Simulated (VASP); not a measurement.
# KCl (P6_3/mmc) in VASP: settings compared, part 2 of 2

VASP 6.6.1. The steps go on from the part before.

### 4 Single point, r2SCAN (32.08 Å³/atom)

This run uses another cell than the first one, of 32.08 Å³/atom.

The input, POSCAR:

```
KCl
1.0
    4.3830516564      0.0000000000      0.0000000000
   -2.1915258282      3.7958340805      0.0000000000
    0.0000000000      0.0000000000      7.7115806986
K Cl
2 2
Direct
    0.0000000000      0.0000000000      0.0000000000
    0.0000000000      0.0000000000      0.5000000000
    0.3333333333      0.6666666667      0.2500000000
    0.6666666667      0.3333333333      0.7500000000
```

The input, INCAR.step1:

```
PREC = Accurate
ENCUT = 520
ISMEAR = 0
SIGMA = 0.01
LREAL = F
LASPH = T
NELM = 80
NBANDS = 24
GGA = PE
ALGO = Normal
EDIFF = 1E-4
LWAVE = T
LCHARG = F
```

The input, INCAR.step2:

```
PREC = Accurate
ENCUT = 520
EDIFF = 1E-6
ISMEAR = 0
SIGMA = 0.01
LREAL = F
LASPH = T
NELM = 80
ALGO = Normal
ISIF = 2
LWAVE = F
LCHARG = F
METAGGA = R2SCAN
LMIXTAU = T
NBANDS = 24
ISTART = 1
```

The input, KPOINTS:

```
regular mesh
0
Gamma
  6 6 4
```

Run with:

```bash
> cat potpaw_PBE.64/K_sv/POTCAR potpaw_PBE.64/Cl/POTCAR > POTCAR
> cp INCAR.step1 INCAR
> mpirun -np 1 vasp_std > vasp.out
> cp INCAR.step2 INCAR
> mpirun -np 1 vasp_std > vasp.out
```

It took 2.5 min on 1 thread of Intel Xeon 6975P-C (Granite Rapids), shared host; peak memory 0.31 GiB.

It converged, with:

| Quantity | Value |
| --- | --- |
| Free energy | -32.8927 eV |
| Pressure | -0.5 GPa |
| Band gap on the k mesh | 5.67 eV |

Stress tensor (GPa, compression positive):
```
-0.50  0.00  0.00
 0.00 -0.50  0.00
 0.00  0.00 -0.58
```

Levels at points of the mesh, in eV from the valence-band top:
```
           k point  band 13  band 14  band 15  band 16  band 17  band 18  band 19  band 20
(0.00, 0.00, 0.00)    -0.24    -0.15     0.00     0.00     5.67     7.95     8.06     9.12
(0.50, 0.00, 0.00)    -0.51    -0.44    -0.32    -0.21     7.33     8.27     8.38     9.05
(0.00, 0.00, 0.50)    -0.13    -0.13    -0.13    -0.13     6.84     6.84     8.54     8.54
(0.50, 0.00, 0.50)    -0.40    -0.40    -0.26    -0.26     7.94     7.94     8.44     8.44
```

Caveat: the PAW data sets were made with another functional, which shifts forces and pressure a little. A k mesh can miss the band edges.

### 5 Single point, r2SCAN (33.01 Å³/atom)

This run uses another cell than the first one, of 33.01 Å³/atom.

The input, POSCAR:

```
KCl
1.0
    4.4251989694      0.0000000000      0.0000000000
   -2.2125994847      3.8323347243      0.0000000000
    0.0000000000      0.0000000000      7.7857350621
K Cl
2 2
Direct
    0.0000000000      0.0000000000      0.0000000000
    0.0000000000      0.0000000000      0.5000000000
    0.3333333333      0.6666666667      0.2500000000
    0.6666666667      0.3333333333      0.7500000000
```

The input, INCAR.step1:

```
ALGO = Normal ; EDIFF = 1E-4
ENCUT = 520 ; GGA = PE
ISMEAR = 0 ; LASPH = T
LCHARG = F ; LREAL = F
LWAVE = T ; NBANDS = 24
NELM = 80 ; PREC = Accurate
SIGMA = 0.01
```

The input, INCAR.step2:

```
ALGO = Normal ; EDIFF = 1E-6
ENCUT = 520 ; ISIF = 2
ISMEAR = 0 ; ISTART = 1
LASPH = T ; LCHARG = F
LMIXTAU = T ; LREAL = F
LWAVE = F ; METAGGA = R2SCAN
NBANDS = 24 ; NELM = 80
PREC = Accurate ; SIGMA = 0.01
```

The input, KPOINTS:

```
k-points
0
Gamma
  6 6 4
```

Potentials or basis: VASP PAW PBE potentials, release 64 (K_sv, Cl).

Run with:

```bash
> cat potpaw_PBE.64/K_sv/POTCAR potpaw_PBE.64/Cl/POTCAR > POTCAR
> cp INCAR.step1 INCAR
> mpirun -np 1 vasp_std > vasp.out
> cp INCAR.step2 INCAR
> mpirun -np 1 vasp_std > vasp.out
```

OUTCAR:

```text
EDIFF = 1E-6
   ENCUT = 520
   ISIF = 2
   ISMEAR = 0
   ISTART = 1
   LASPH = T
   LREAL = F
   METAGGA = R2SCAN
   NELM = 80
   PREC = Accurate

 ion  position               nearest neighbor table
   1  0.000  0.000  0.000-   3 3.21   4 3.21   3 3.21   4 3.21   4 3.21   3 3.21
   2  0.000  0.000  0.500-   3 3.21   4 3.21   3 3.21   4 3.21   4 3.21   3 3.21
   3  0.333  0.667  0.250-   1 3.21   2 3.21   1 3.21   2 3.21   1 3.21   2 3.21
   4  0.667  0.333  0.750-   1 3.21   2 3.21   1 3.21   2 3.21   1 3.21   2 3.21

  LATTYP: Found a hexagonal cell.
 ALAT       =     4.4251989694
 C/A-ratio  =     1.7594090381

  Lattice vectors:

 A1 = (   4.4251989694,   0.0000000000,   0.0000000000)
 A2 = (  -2.2125994847,   3.8323347243,   0.0000000000)
 A3 = (   0.0000000000,   0.0000000000,   7.7857350621)

Analysis of symmetry for initial positions (statically):
=====================================================================
 Subroutine PRICEL returns:
 Original cell was already a primitive cell.

[... 169 lines left out ...]

  energy without entropy =      -32.87648200  energy(sigma->0) =      -32.87648200

 E-fermi :  -2.2845     XC(G=0):  -7.6908

 val. band max:       -2.4103829544   @ k =   0.0000   0.0000   0.0000
 cond. band min:       3.1634230909   @ k =   0.0000   0.0000   0.0000
 fundamental gap:      5.5738060453
 Fermi energy:        -2.2844605279

 k-point     1 :       0.0000    0.0000    0.0000
  band No.  band energies     occupation
      1     -30.9995      2.00000
      2     -30.9836      2.00000
      3     -15.2692      2.00000
      4     -15.0714      2.00000
      5     -13.6893      2.00000
      6     -13.6893      2.00000
[... 556 lines left out ...]
     23       8.1441      0.00000
     24       8.1441      0.00000

------------------------ aborting loop because EDIFF is reached ----------------------------------------

  FORCE on cell =-STRESS in cart. coord.  units (eV):
  Direction    XX          YY          ZZ          XY          YZ          ZX
  --------------------------------------------------------------------------------------
  -------------------------------------------------------------------------------------
  Total       -0.7593816     -0.7593816     -0.8781346      0.0000000      0.0000000      0.0000000
  in kB       -9.2145637     -9.2145637    -10.6555490      0.0000000      0.0000000      0.0000000
  external PRESSURE =      -9.6948921 kB  Pullay stress =       0.0000000 kB

 VOLUME and BASIS-vectors are now :
 -----------------------------------------------------------------------------
  energy-cutoff  :      520.00
  volume of cell :      132.04
      direct lattice vectors                 reciprocal lattice vectors
     4.425198969  0.000000000  0.000000000     0.225978539  0.130468771  0.000000000
    -2.212599485  3.832334724  0.000000000     0.000000000  0.260937541  0.000000000
     0.000000000  0.000000000  7.785735062     0.000000000  0.000000000  0.128440024

 POSITION                                       TOTAL-FORCE (eV/Angst)
 -----------------------------------------------------------------------------------
      0.00000      0.00000      0.00000         0.000000      0.000000      0.000000
      0.00000      0.00000      3.89287         0.000000      0.000000      0.000000
     -0.00000      2.55489      1.94643        -0.000000      0.000000      0.000000
      2.21260      1.27744      5.83930         0.000000      0.000000      0.000000
 -----------------------------------------------------------------------------------
    total drift:                               -0.000000      0.000000     -0.000000

  FREE ENERGIE OF THE ION-ELECTRON SYSTEM (eV)
  ---------------------------------------------------
  free  energy   TOTEN  =       -32.8764820005 eV

  energy  without entropy=      -32.8764820005  energy(sigma->0) =      -32.87648200
```

OSZICAR.step1:

```text
N       E                     dE             d eps       ncg     rms          rms(c)
DAV:   1     0.229860473838E+03    0.22986E+03   -0.14345E+04  1008   0.118E+03
DAV:   2     0.370788362266E+01   -0.22615E+03   -0.21431E+03  1296   0.297E+02
DAV:   3    -0.137664500835E+02   -0.17474E+02   -0.17402E+02  1680   0.717E+01
DAV:   4    -0.141284081975E+02   -0.36196E+00   -0.36138E+00  1448   0.105E+01
DAV:   5    -0.141431315688E+02   -0.14723E-01   -0.14723E-01  1544   0.164E+00    0.438E+00
DAV:   6    -0.135167737050E+02    0.62636E+00   -0.11415E+00  1248   0.414E+00    0.354E+00
DAV:   7    -0.134778274881E+02    0.38946E-01   -0.28547E-01  1296   0.225E+00    0.227E+00
DAV:   8    -0.135057701863E+02   -0.27943E-01   -0.62737E-02  1408   0.136E+00    0.407E-01
DAV:   9    -0.135060419848E+02   -0.27180E-03   -0.60402E-03  1336   0.348E-01    0.140E-01
DAV:  10    -0.135080493337E+02   -0.20073E-02   -0.20423E-03  1160   0.274E-01    0.178E-02
DAV:  11    -0.135080810741E+02   -0.31740E-04   -0.46928E-05  1000   0.407E-02
   1 F= -.13508081E+02 E0= -.13508081E+02  d E =-.278473E-64
```

Wall time 2.5 min (1 thread of Intel Xeon 6975P-C (Granite Rapids), shared host); peak memory 0.31 GiB.

Results:

| Item | Value |
| --- | --- |
| Free energy | -32.8765 eV |
| Pressure | -1.0 GPa |
| Band gap on the k mesh | 5.57 eV |

Stress tensor (GPa, compression positive):
```
-0.92  0.00  0.00
 0.00 -0.92  0.00
 0.00  0.00 -1.07
```

Caveat: the PAW data sets were made with another functional, which shifts forces and pressure a little.

### 6 Single point, PBE

This run uses another cell than the first one, of 31.14 Å³/atom.

The input, INCAR:

```
SYSTEM = KCl
  ALGO = Normal
  EDIFF = 1E-7
  ENCUT = 520
  GGA = PE
  ISIF = 2
  ISMEAR = 0
  LASPH = .True.
  LCHARG = .False.
  LREAL = .False.
  LWAVE = .False.
  NBANDS = 24
  NELM = 80
  PREC = Accurate
  SIGMA = 0.01
```

The input, KPOINTS:

```
k-points
0
Gamma
  12 12 4
  0 0 0
```

The input, POSCAR:

```
KCl
1.0
    4.3400777943      0.0000000000      0.0000000000
   -2.1700388972      3.7586176243      0.0000000000
    0.0000000000      0.0000000000      7.6359720973
K Cl
2 2
Direct
    0.0000000000      0.0000000000      0.0000000000
    0.0000000000      0.0000000000      0.5000000000
    0.3333333333      0.6666666667      0.2500000000
    0.6666666667      0.3333333333      0.7500000000
```

Potentials or basis: VASP PAW PBE potentials, release 64 (K_sv, Cl).

Run with:

```bash
> cat potpaw_PBE.64/K_sv/POTCAR potpaw_PBE.64/Cl/POTCAR > POTCAR
> mpirun -np 1 vasp_std > vasp.out
```

Run time: 83 s. Hardware: 1 thread of Intel Xeon 6975P-C (Granite Rapids), shared host; peak memory 0.31 GiB.

The run converged. Its results:

- Free energy: -13.4930 eV
- Pressure: 0.8 GPa
- Band gap on the k mesh: 5.12 eV

Levels at points of the mesh, in eV from the valence-band top:
| k point | band 14 | band 15 | band 16 | band 17 | band 18 | band 19 |
| --- | --- | --- | --- | --- | --- | --- |
| (0.00, 0.00, 0.00) | -0.15 | 0.00 | 0.00 | 5.12 | 7.34 | 7.57 |
| (0.50, 0.00, 0.00) | -0.44 | -0.34 | -0.21 | 6.77 | 7.79 | 7.81 |
| (0.00, 0.00, 0.50) | -0.14 | -0.14 | -0.14 | 6.32 | 6.32 | 7.98 |
| (0.50, 0.00, 0.50) | -0.42 | -0.28 | -0.28 | 7.40 | 7.40 | 7.88 |

### 7 Overview

| level | cell | k mesh | gap on the mesh (eV) | pressure (GPa) |
| --- | --- | --- | --- | --- |
| r2SCAN | a = 4.296, b = 4.296, c = 7.559 Å, angles 90.0, 90.0, 120.0°, 4 atoms | 6 × 6 × 4 | 5.88 | 0.6 |
| r2SCAN | a = 4.340, b = 4.340, c = 7.636 Å, angles 90.0, 90.0, 120.0°, 4 atoms | 6 × 6 × 4 | 5.77 | 0.0 |
| r2SCAN | a = 4.383, b = 4.383, c = 7.712 Å, angles 90.0, 90.0, 120.0°, 4 atoms | 6 × 6 × 4 | 5.67 | -0.5 |
| r2SCAN | a = 4.425, b = 4.425, c = 7.786 Å, angles 90.0, 90.0, 120.0°, 4 atoms | 6 × 6 × 4 | 5.57 | -1.0 |
| PBE | a = 4.340, b = 4.340, c = 7.636 Å, angles 90.0, 90.0, 120.0°, 4 atoms | 12 × 12 × 4 | 5.12 | 0.8 |

Alike in all rows: task single point; potentials or basis VASP PAW PBE potentials, release 64 (K_sv, Cl); no spin polarisation; cutoff (eV) 520; smearing gaussian 0.01 eV.

Caveats: the PAW data sets were made with another functional, which shifts forces and pressure a little (at least some runs).

Absolute energies hang on the potentials; compare differences alone.
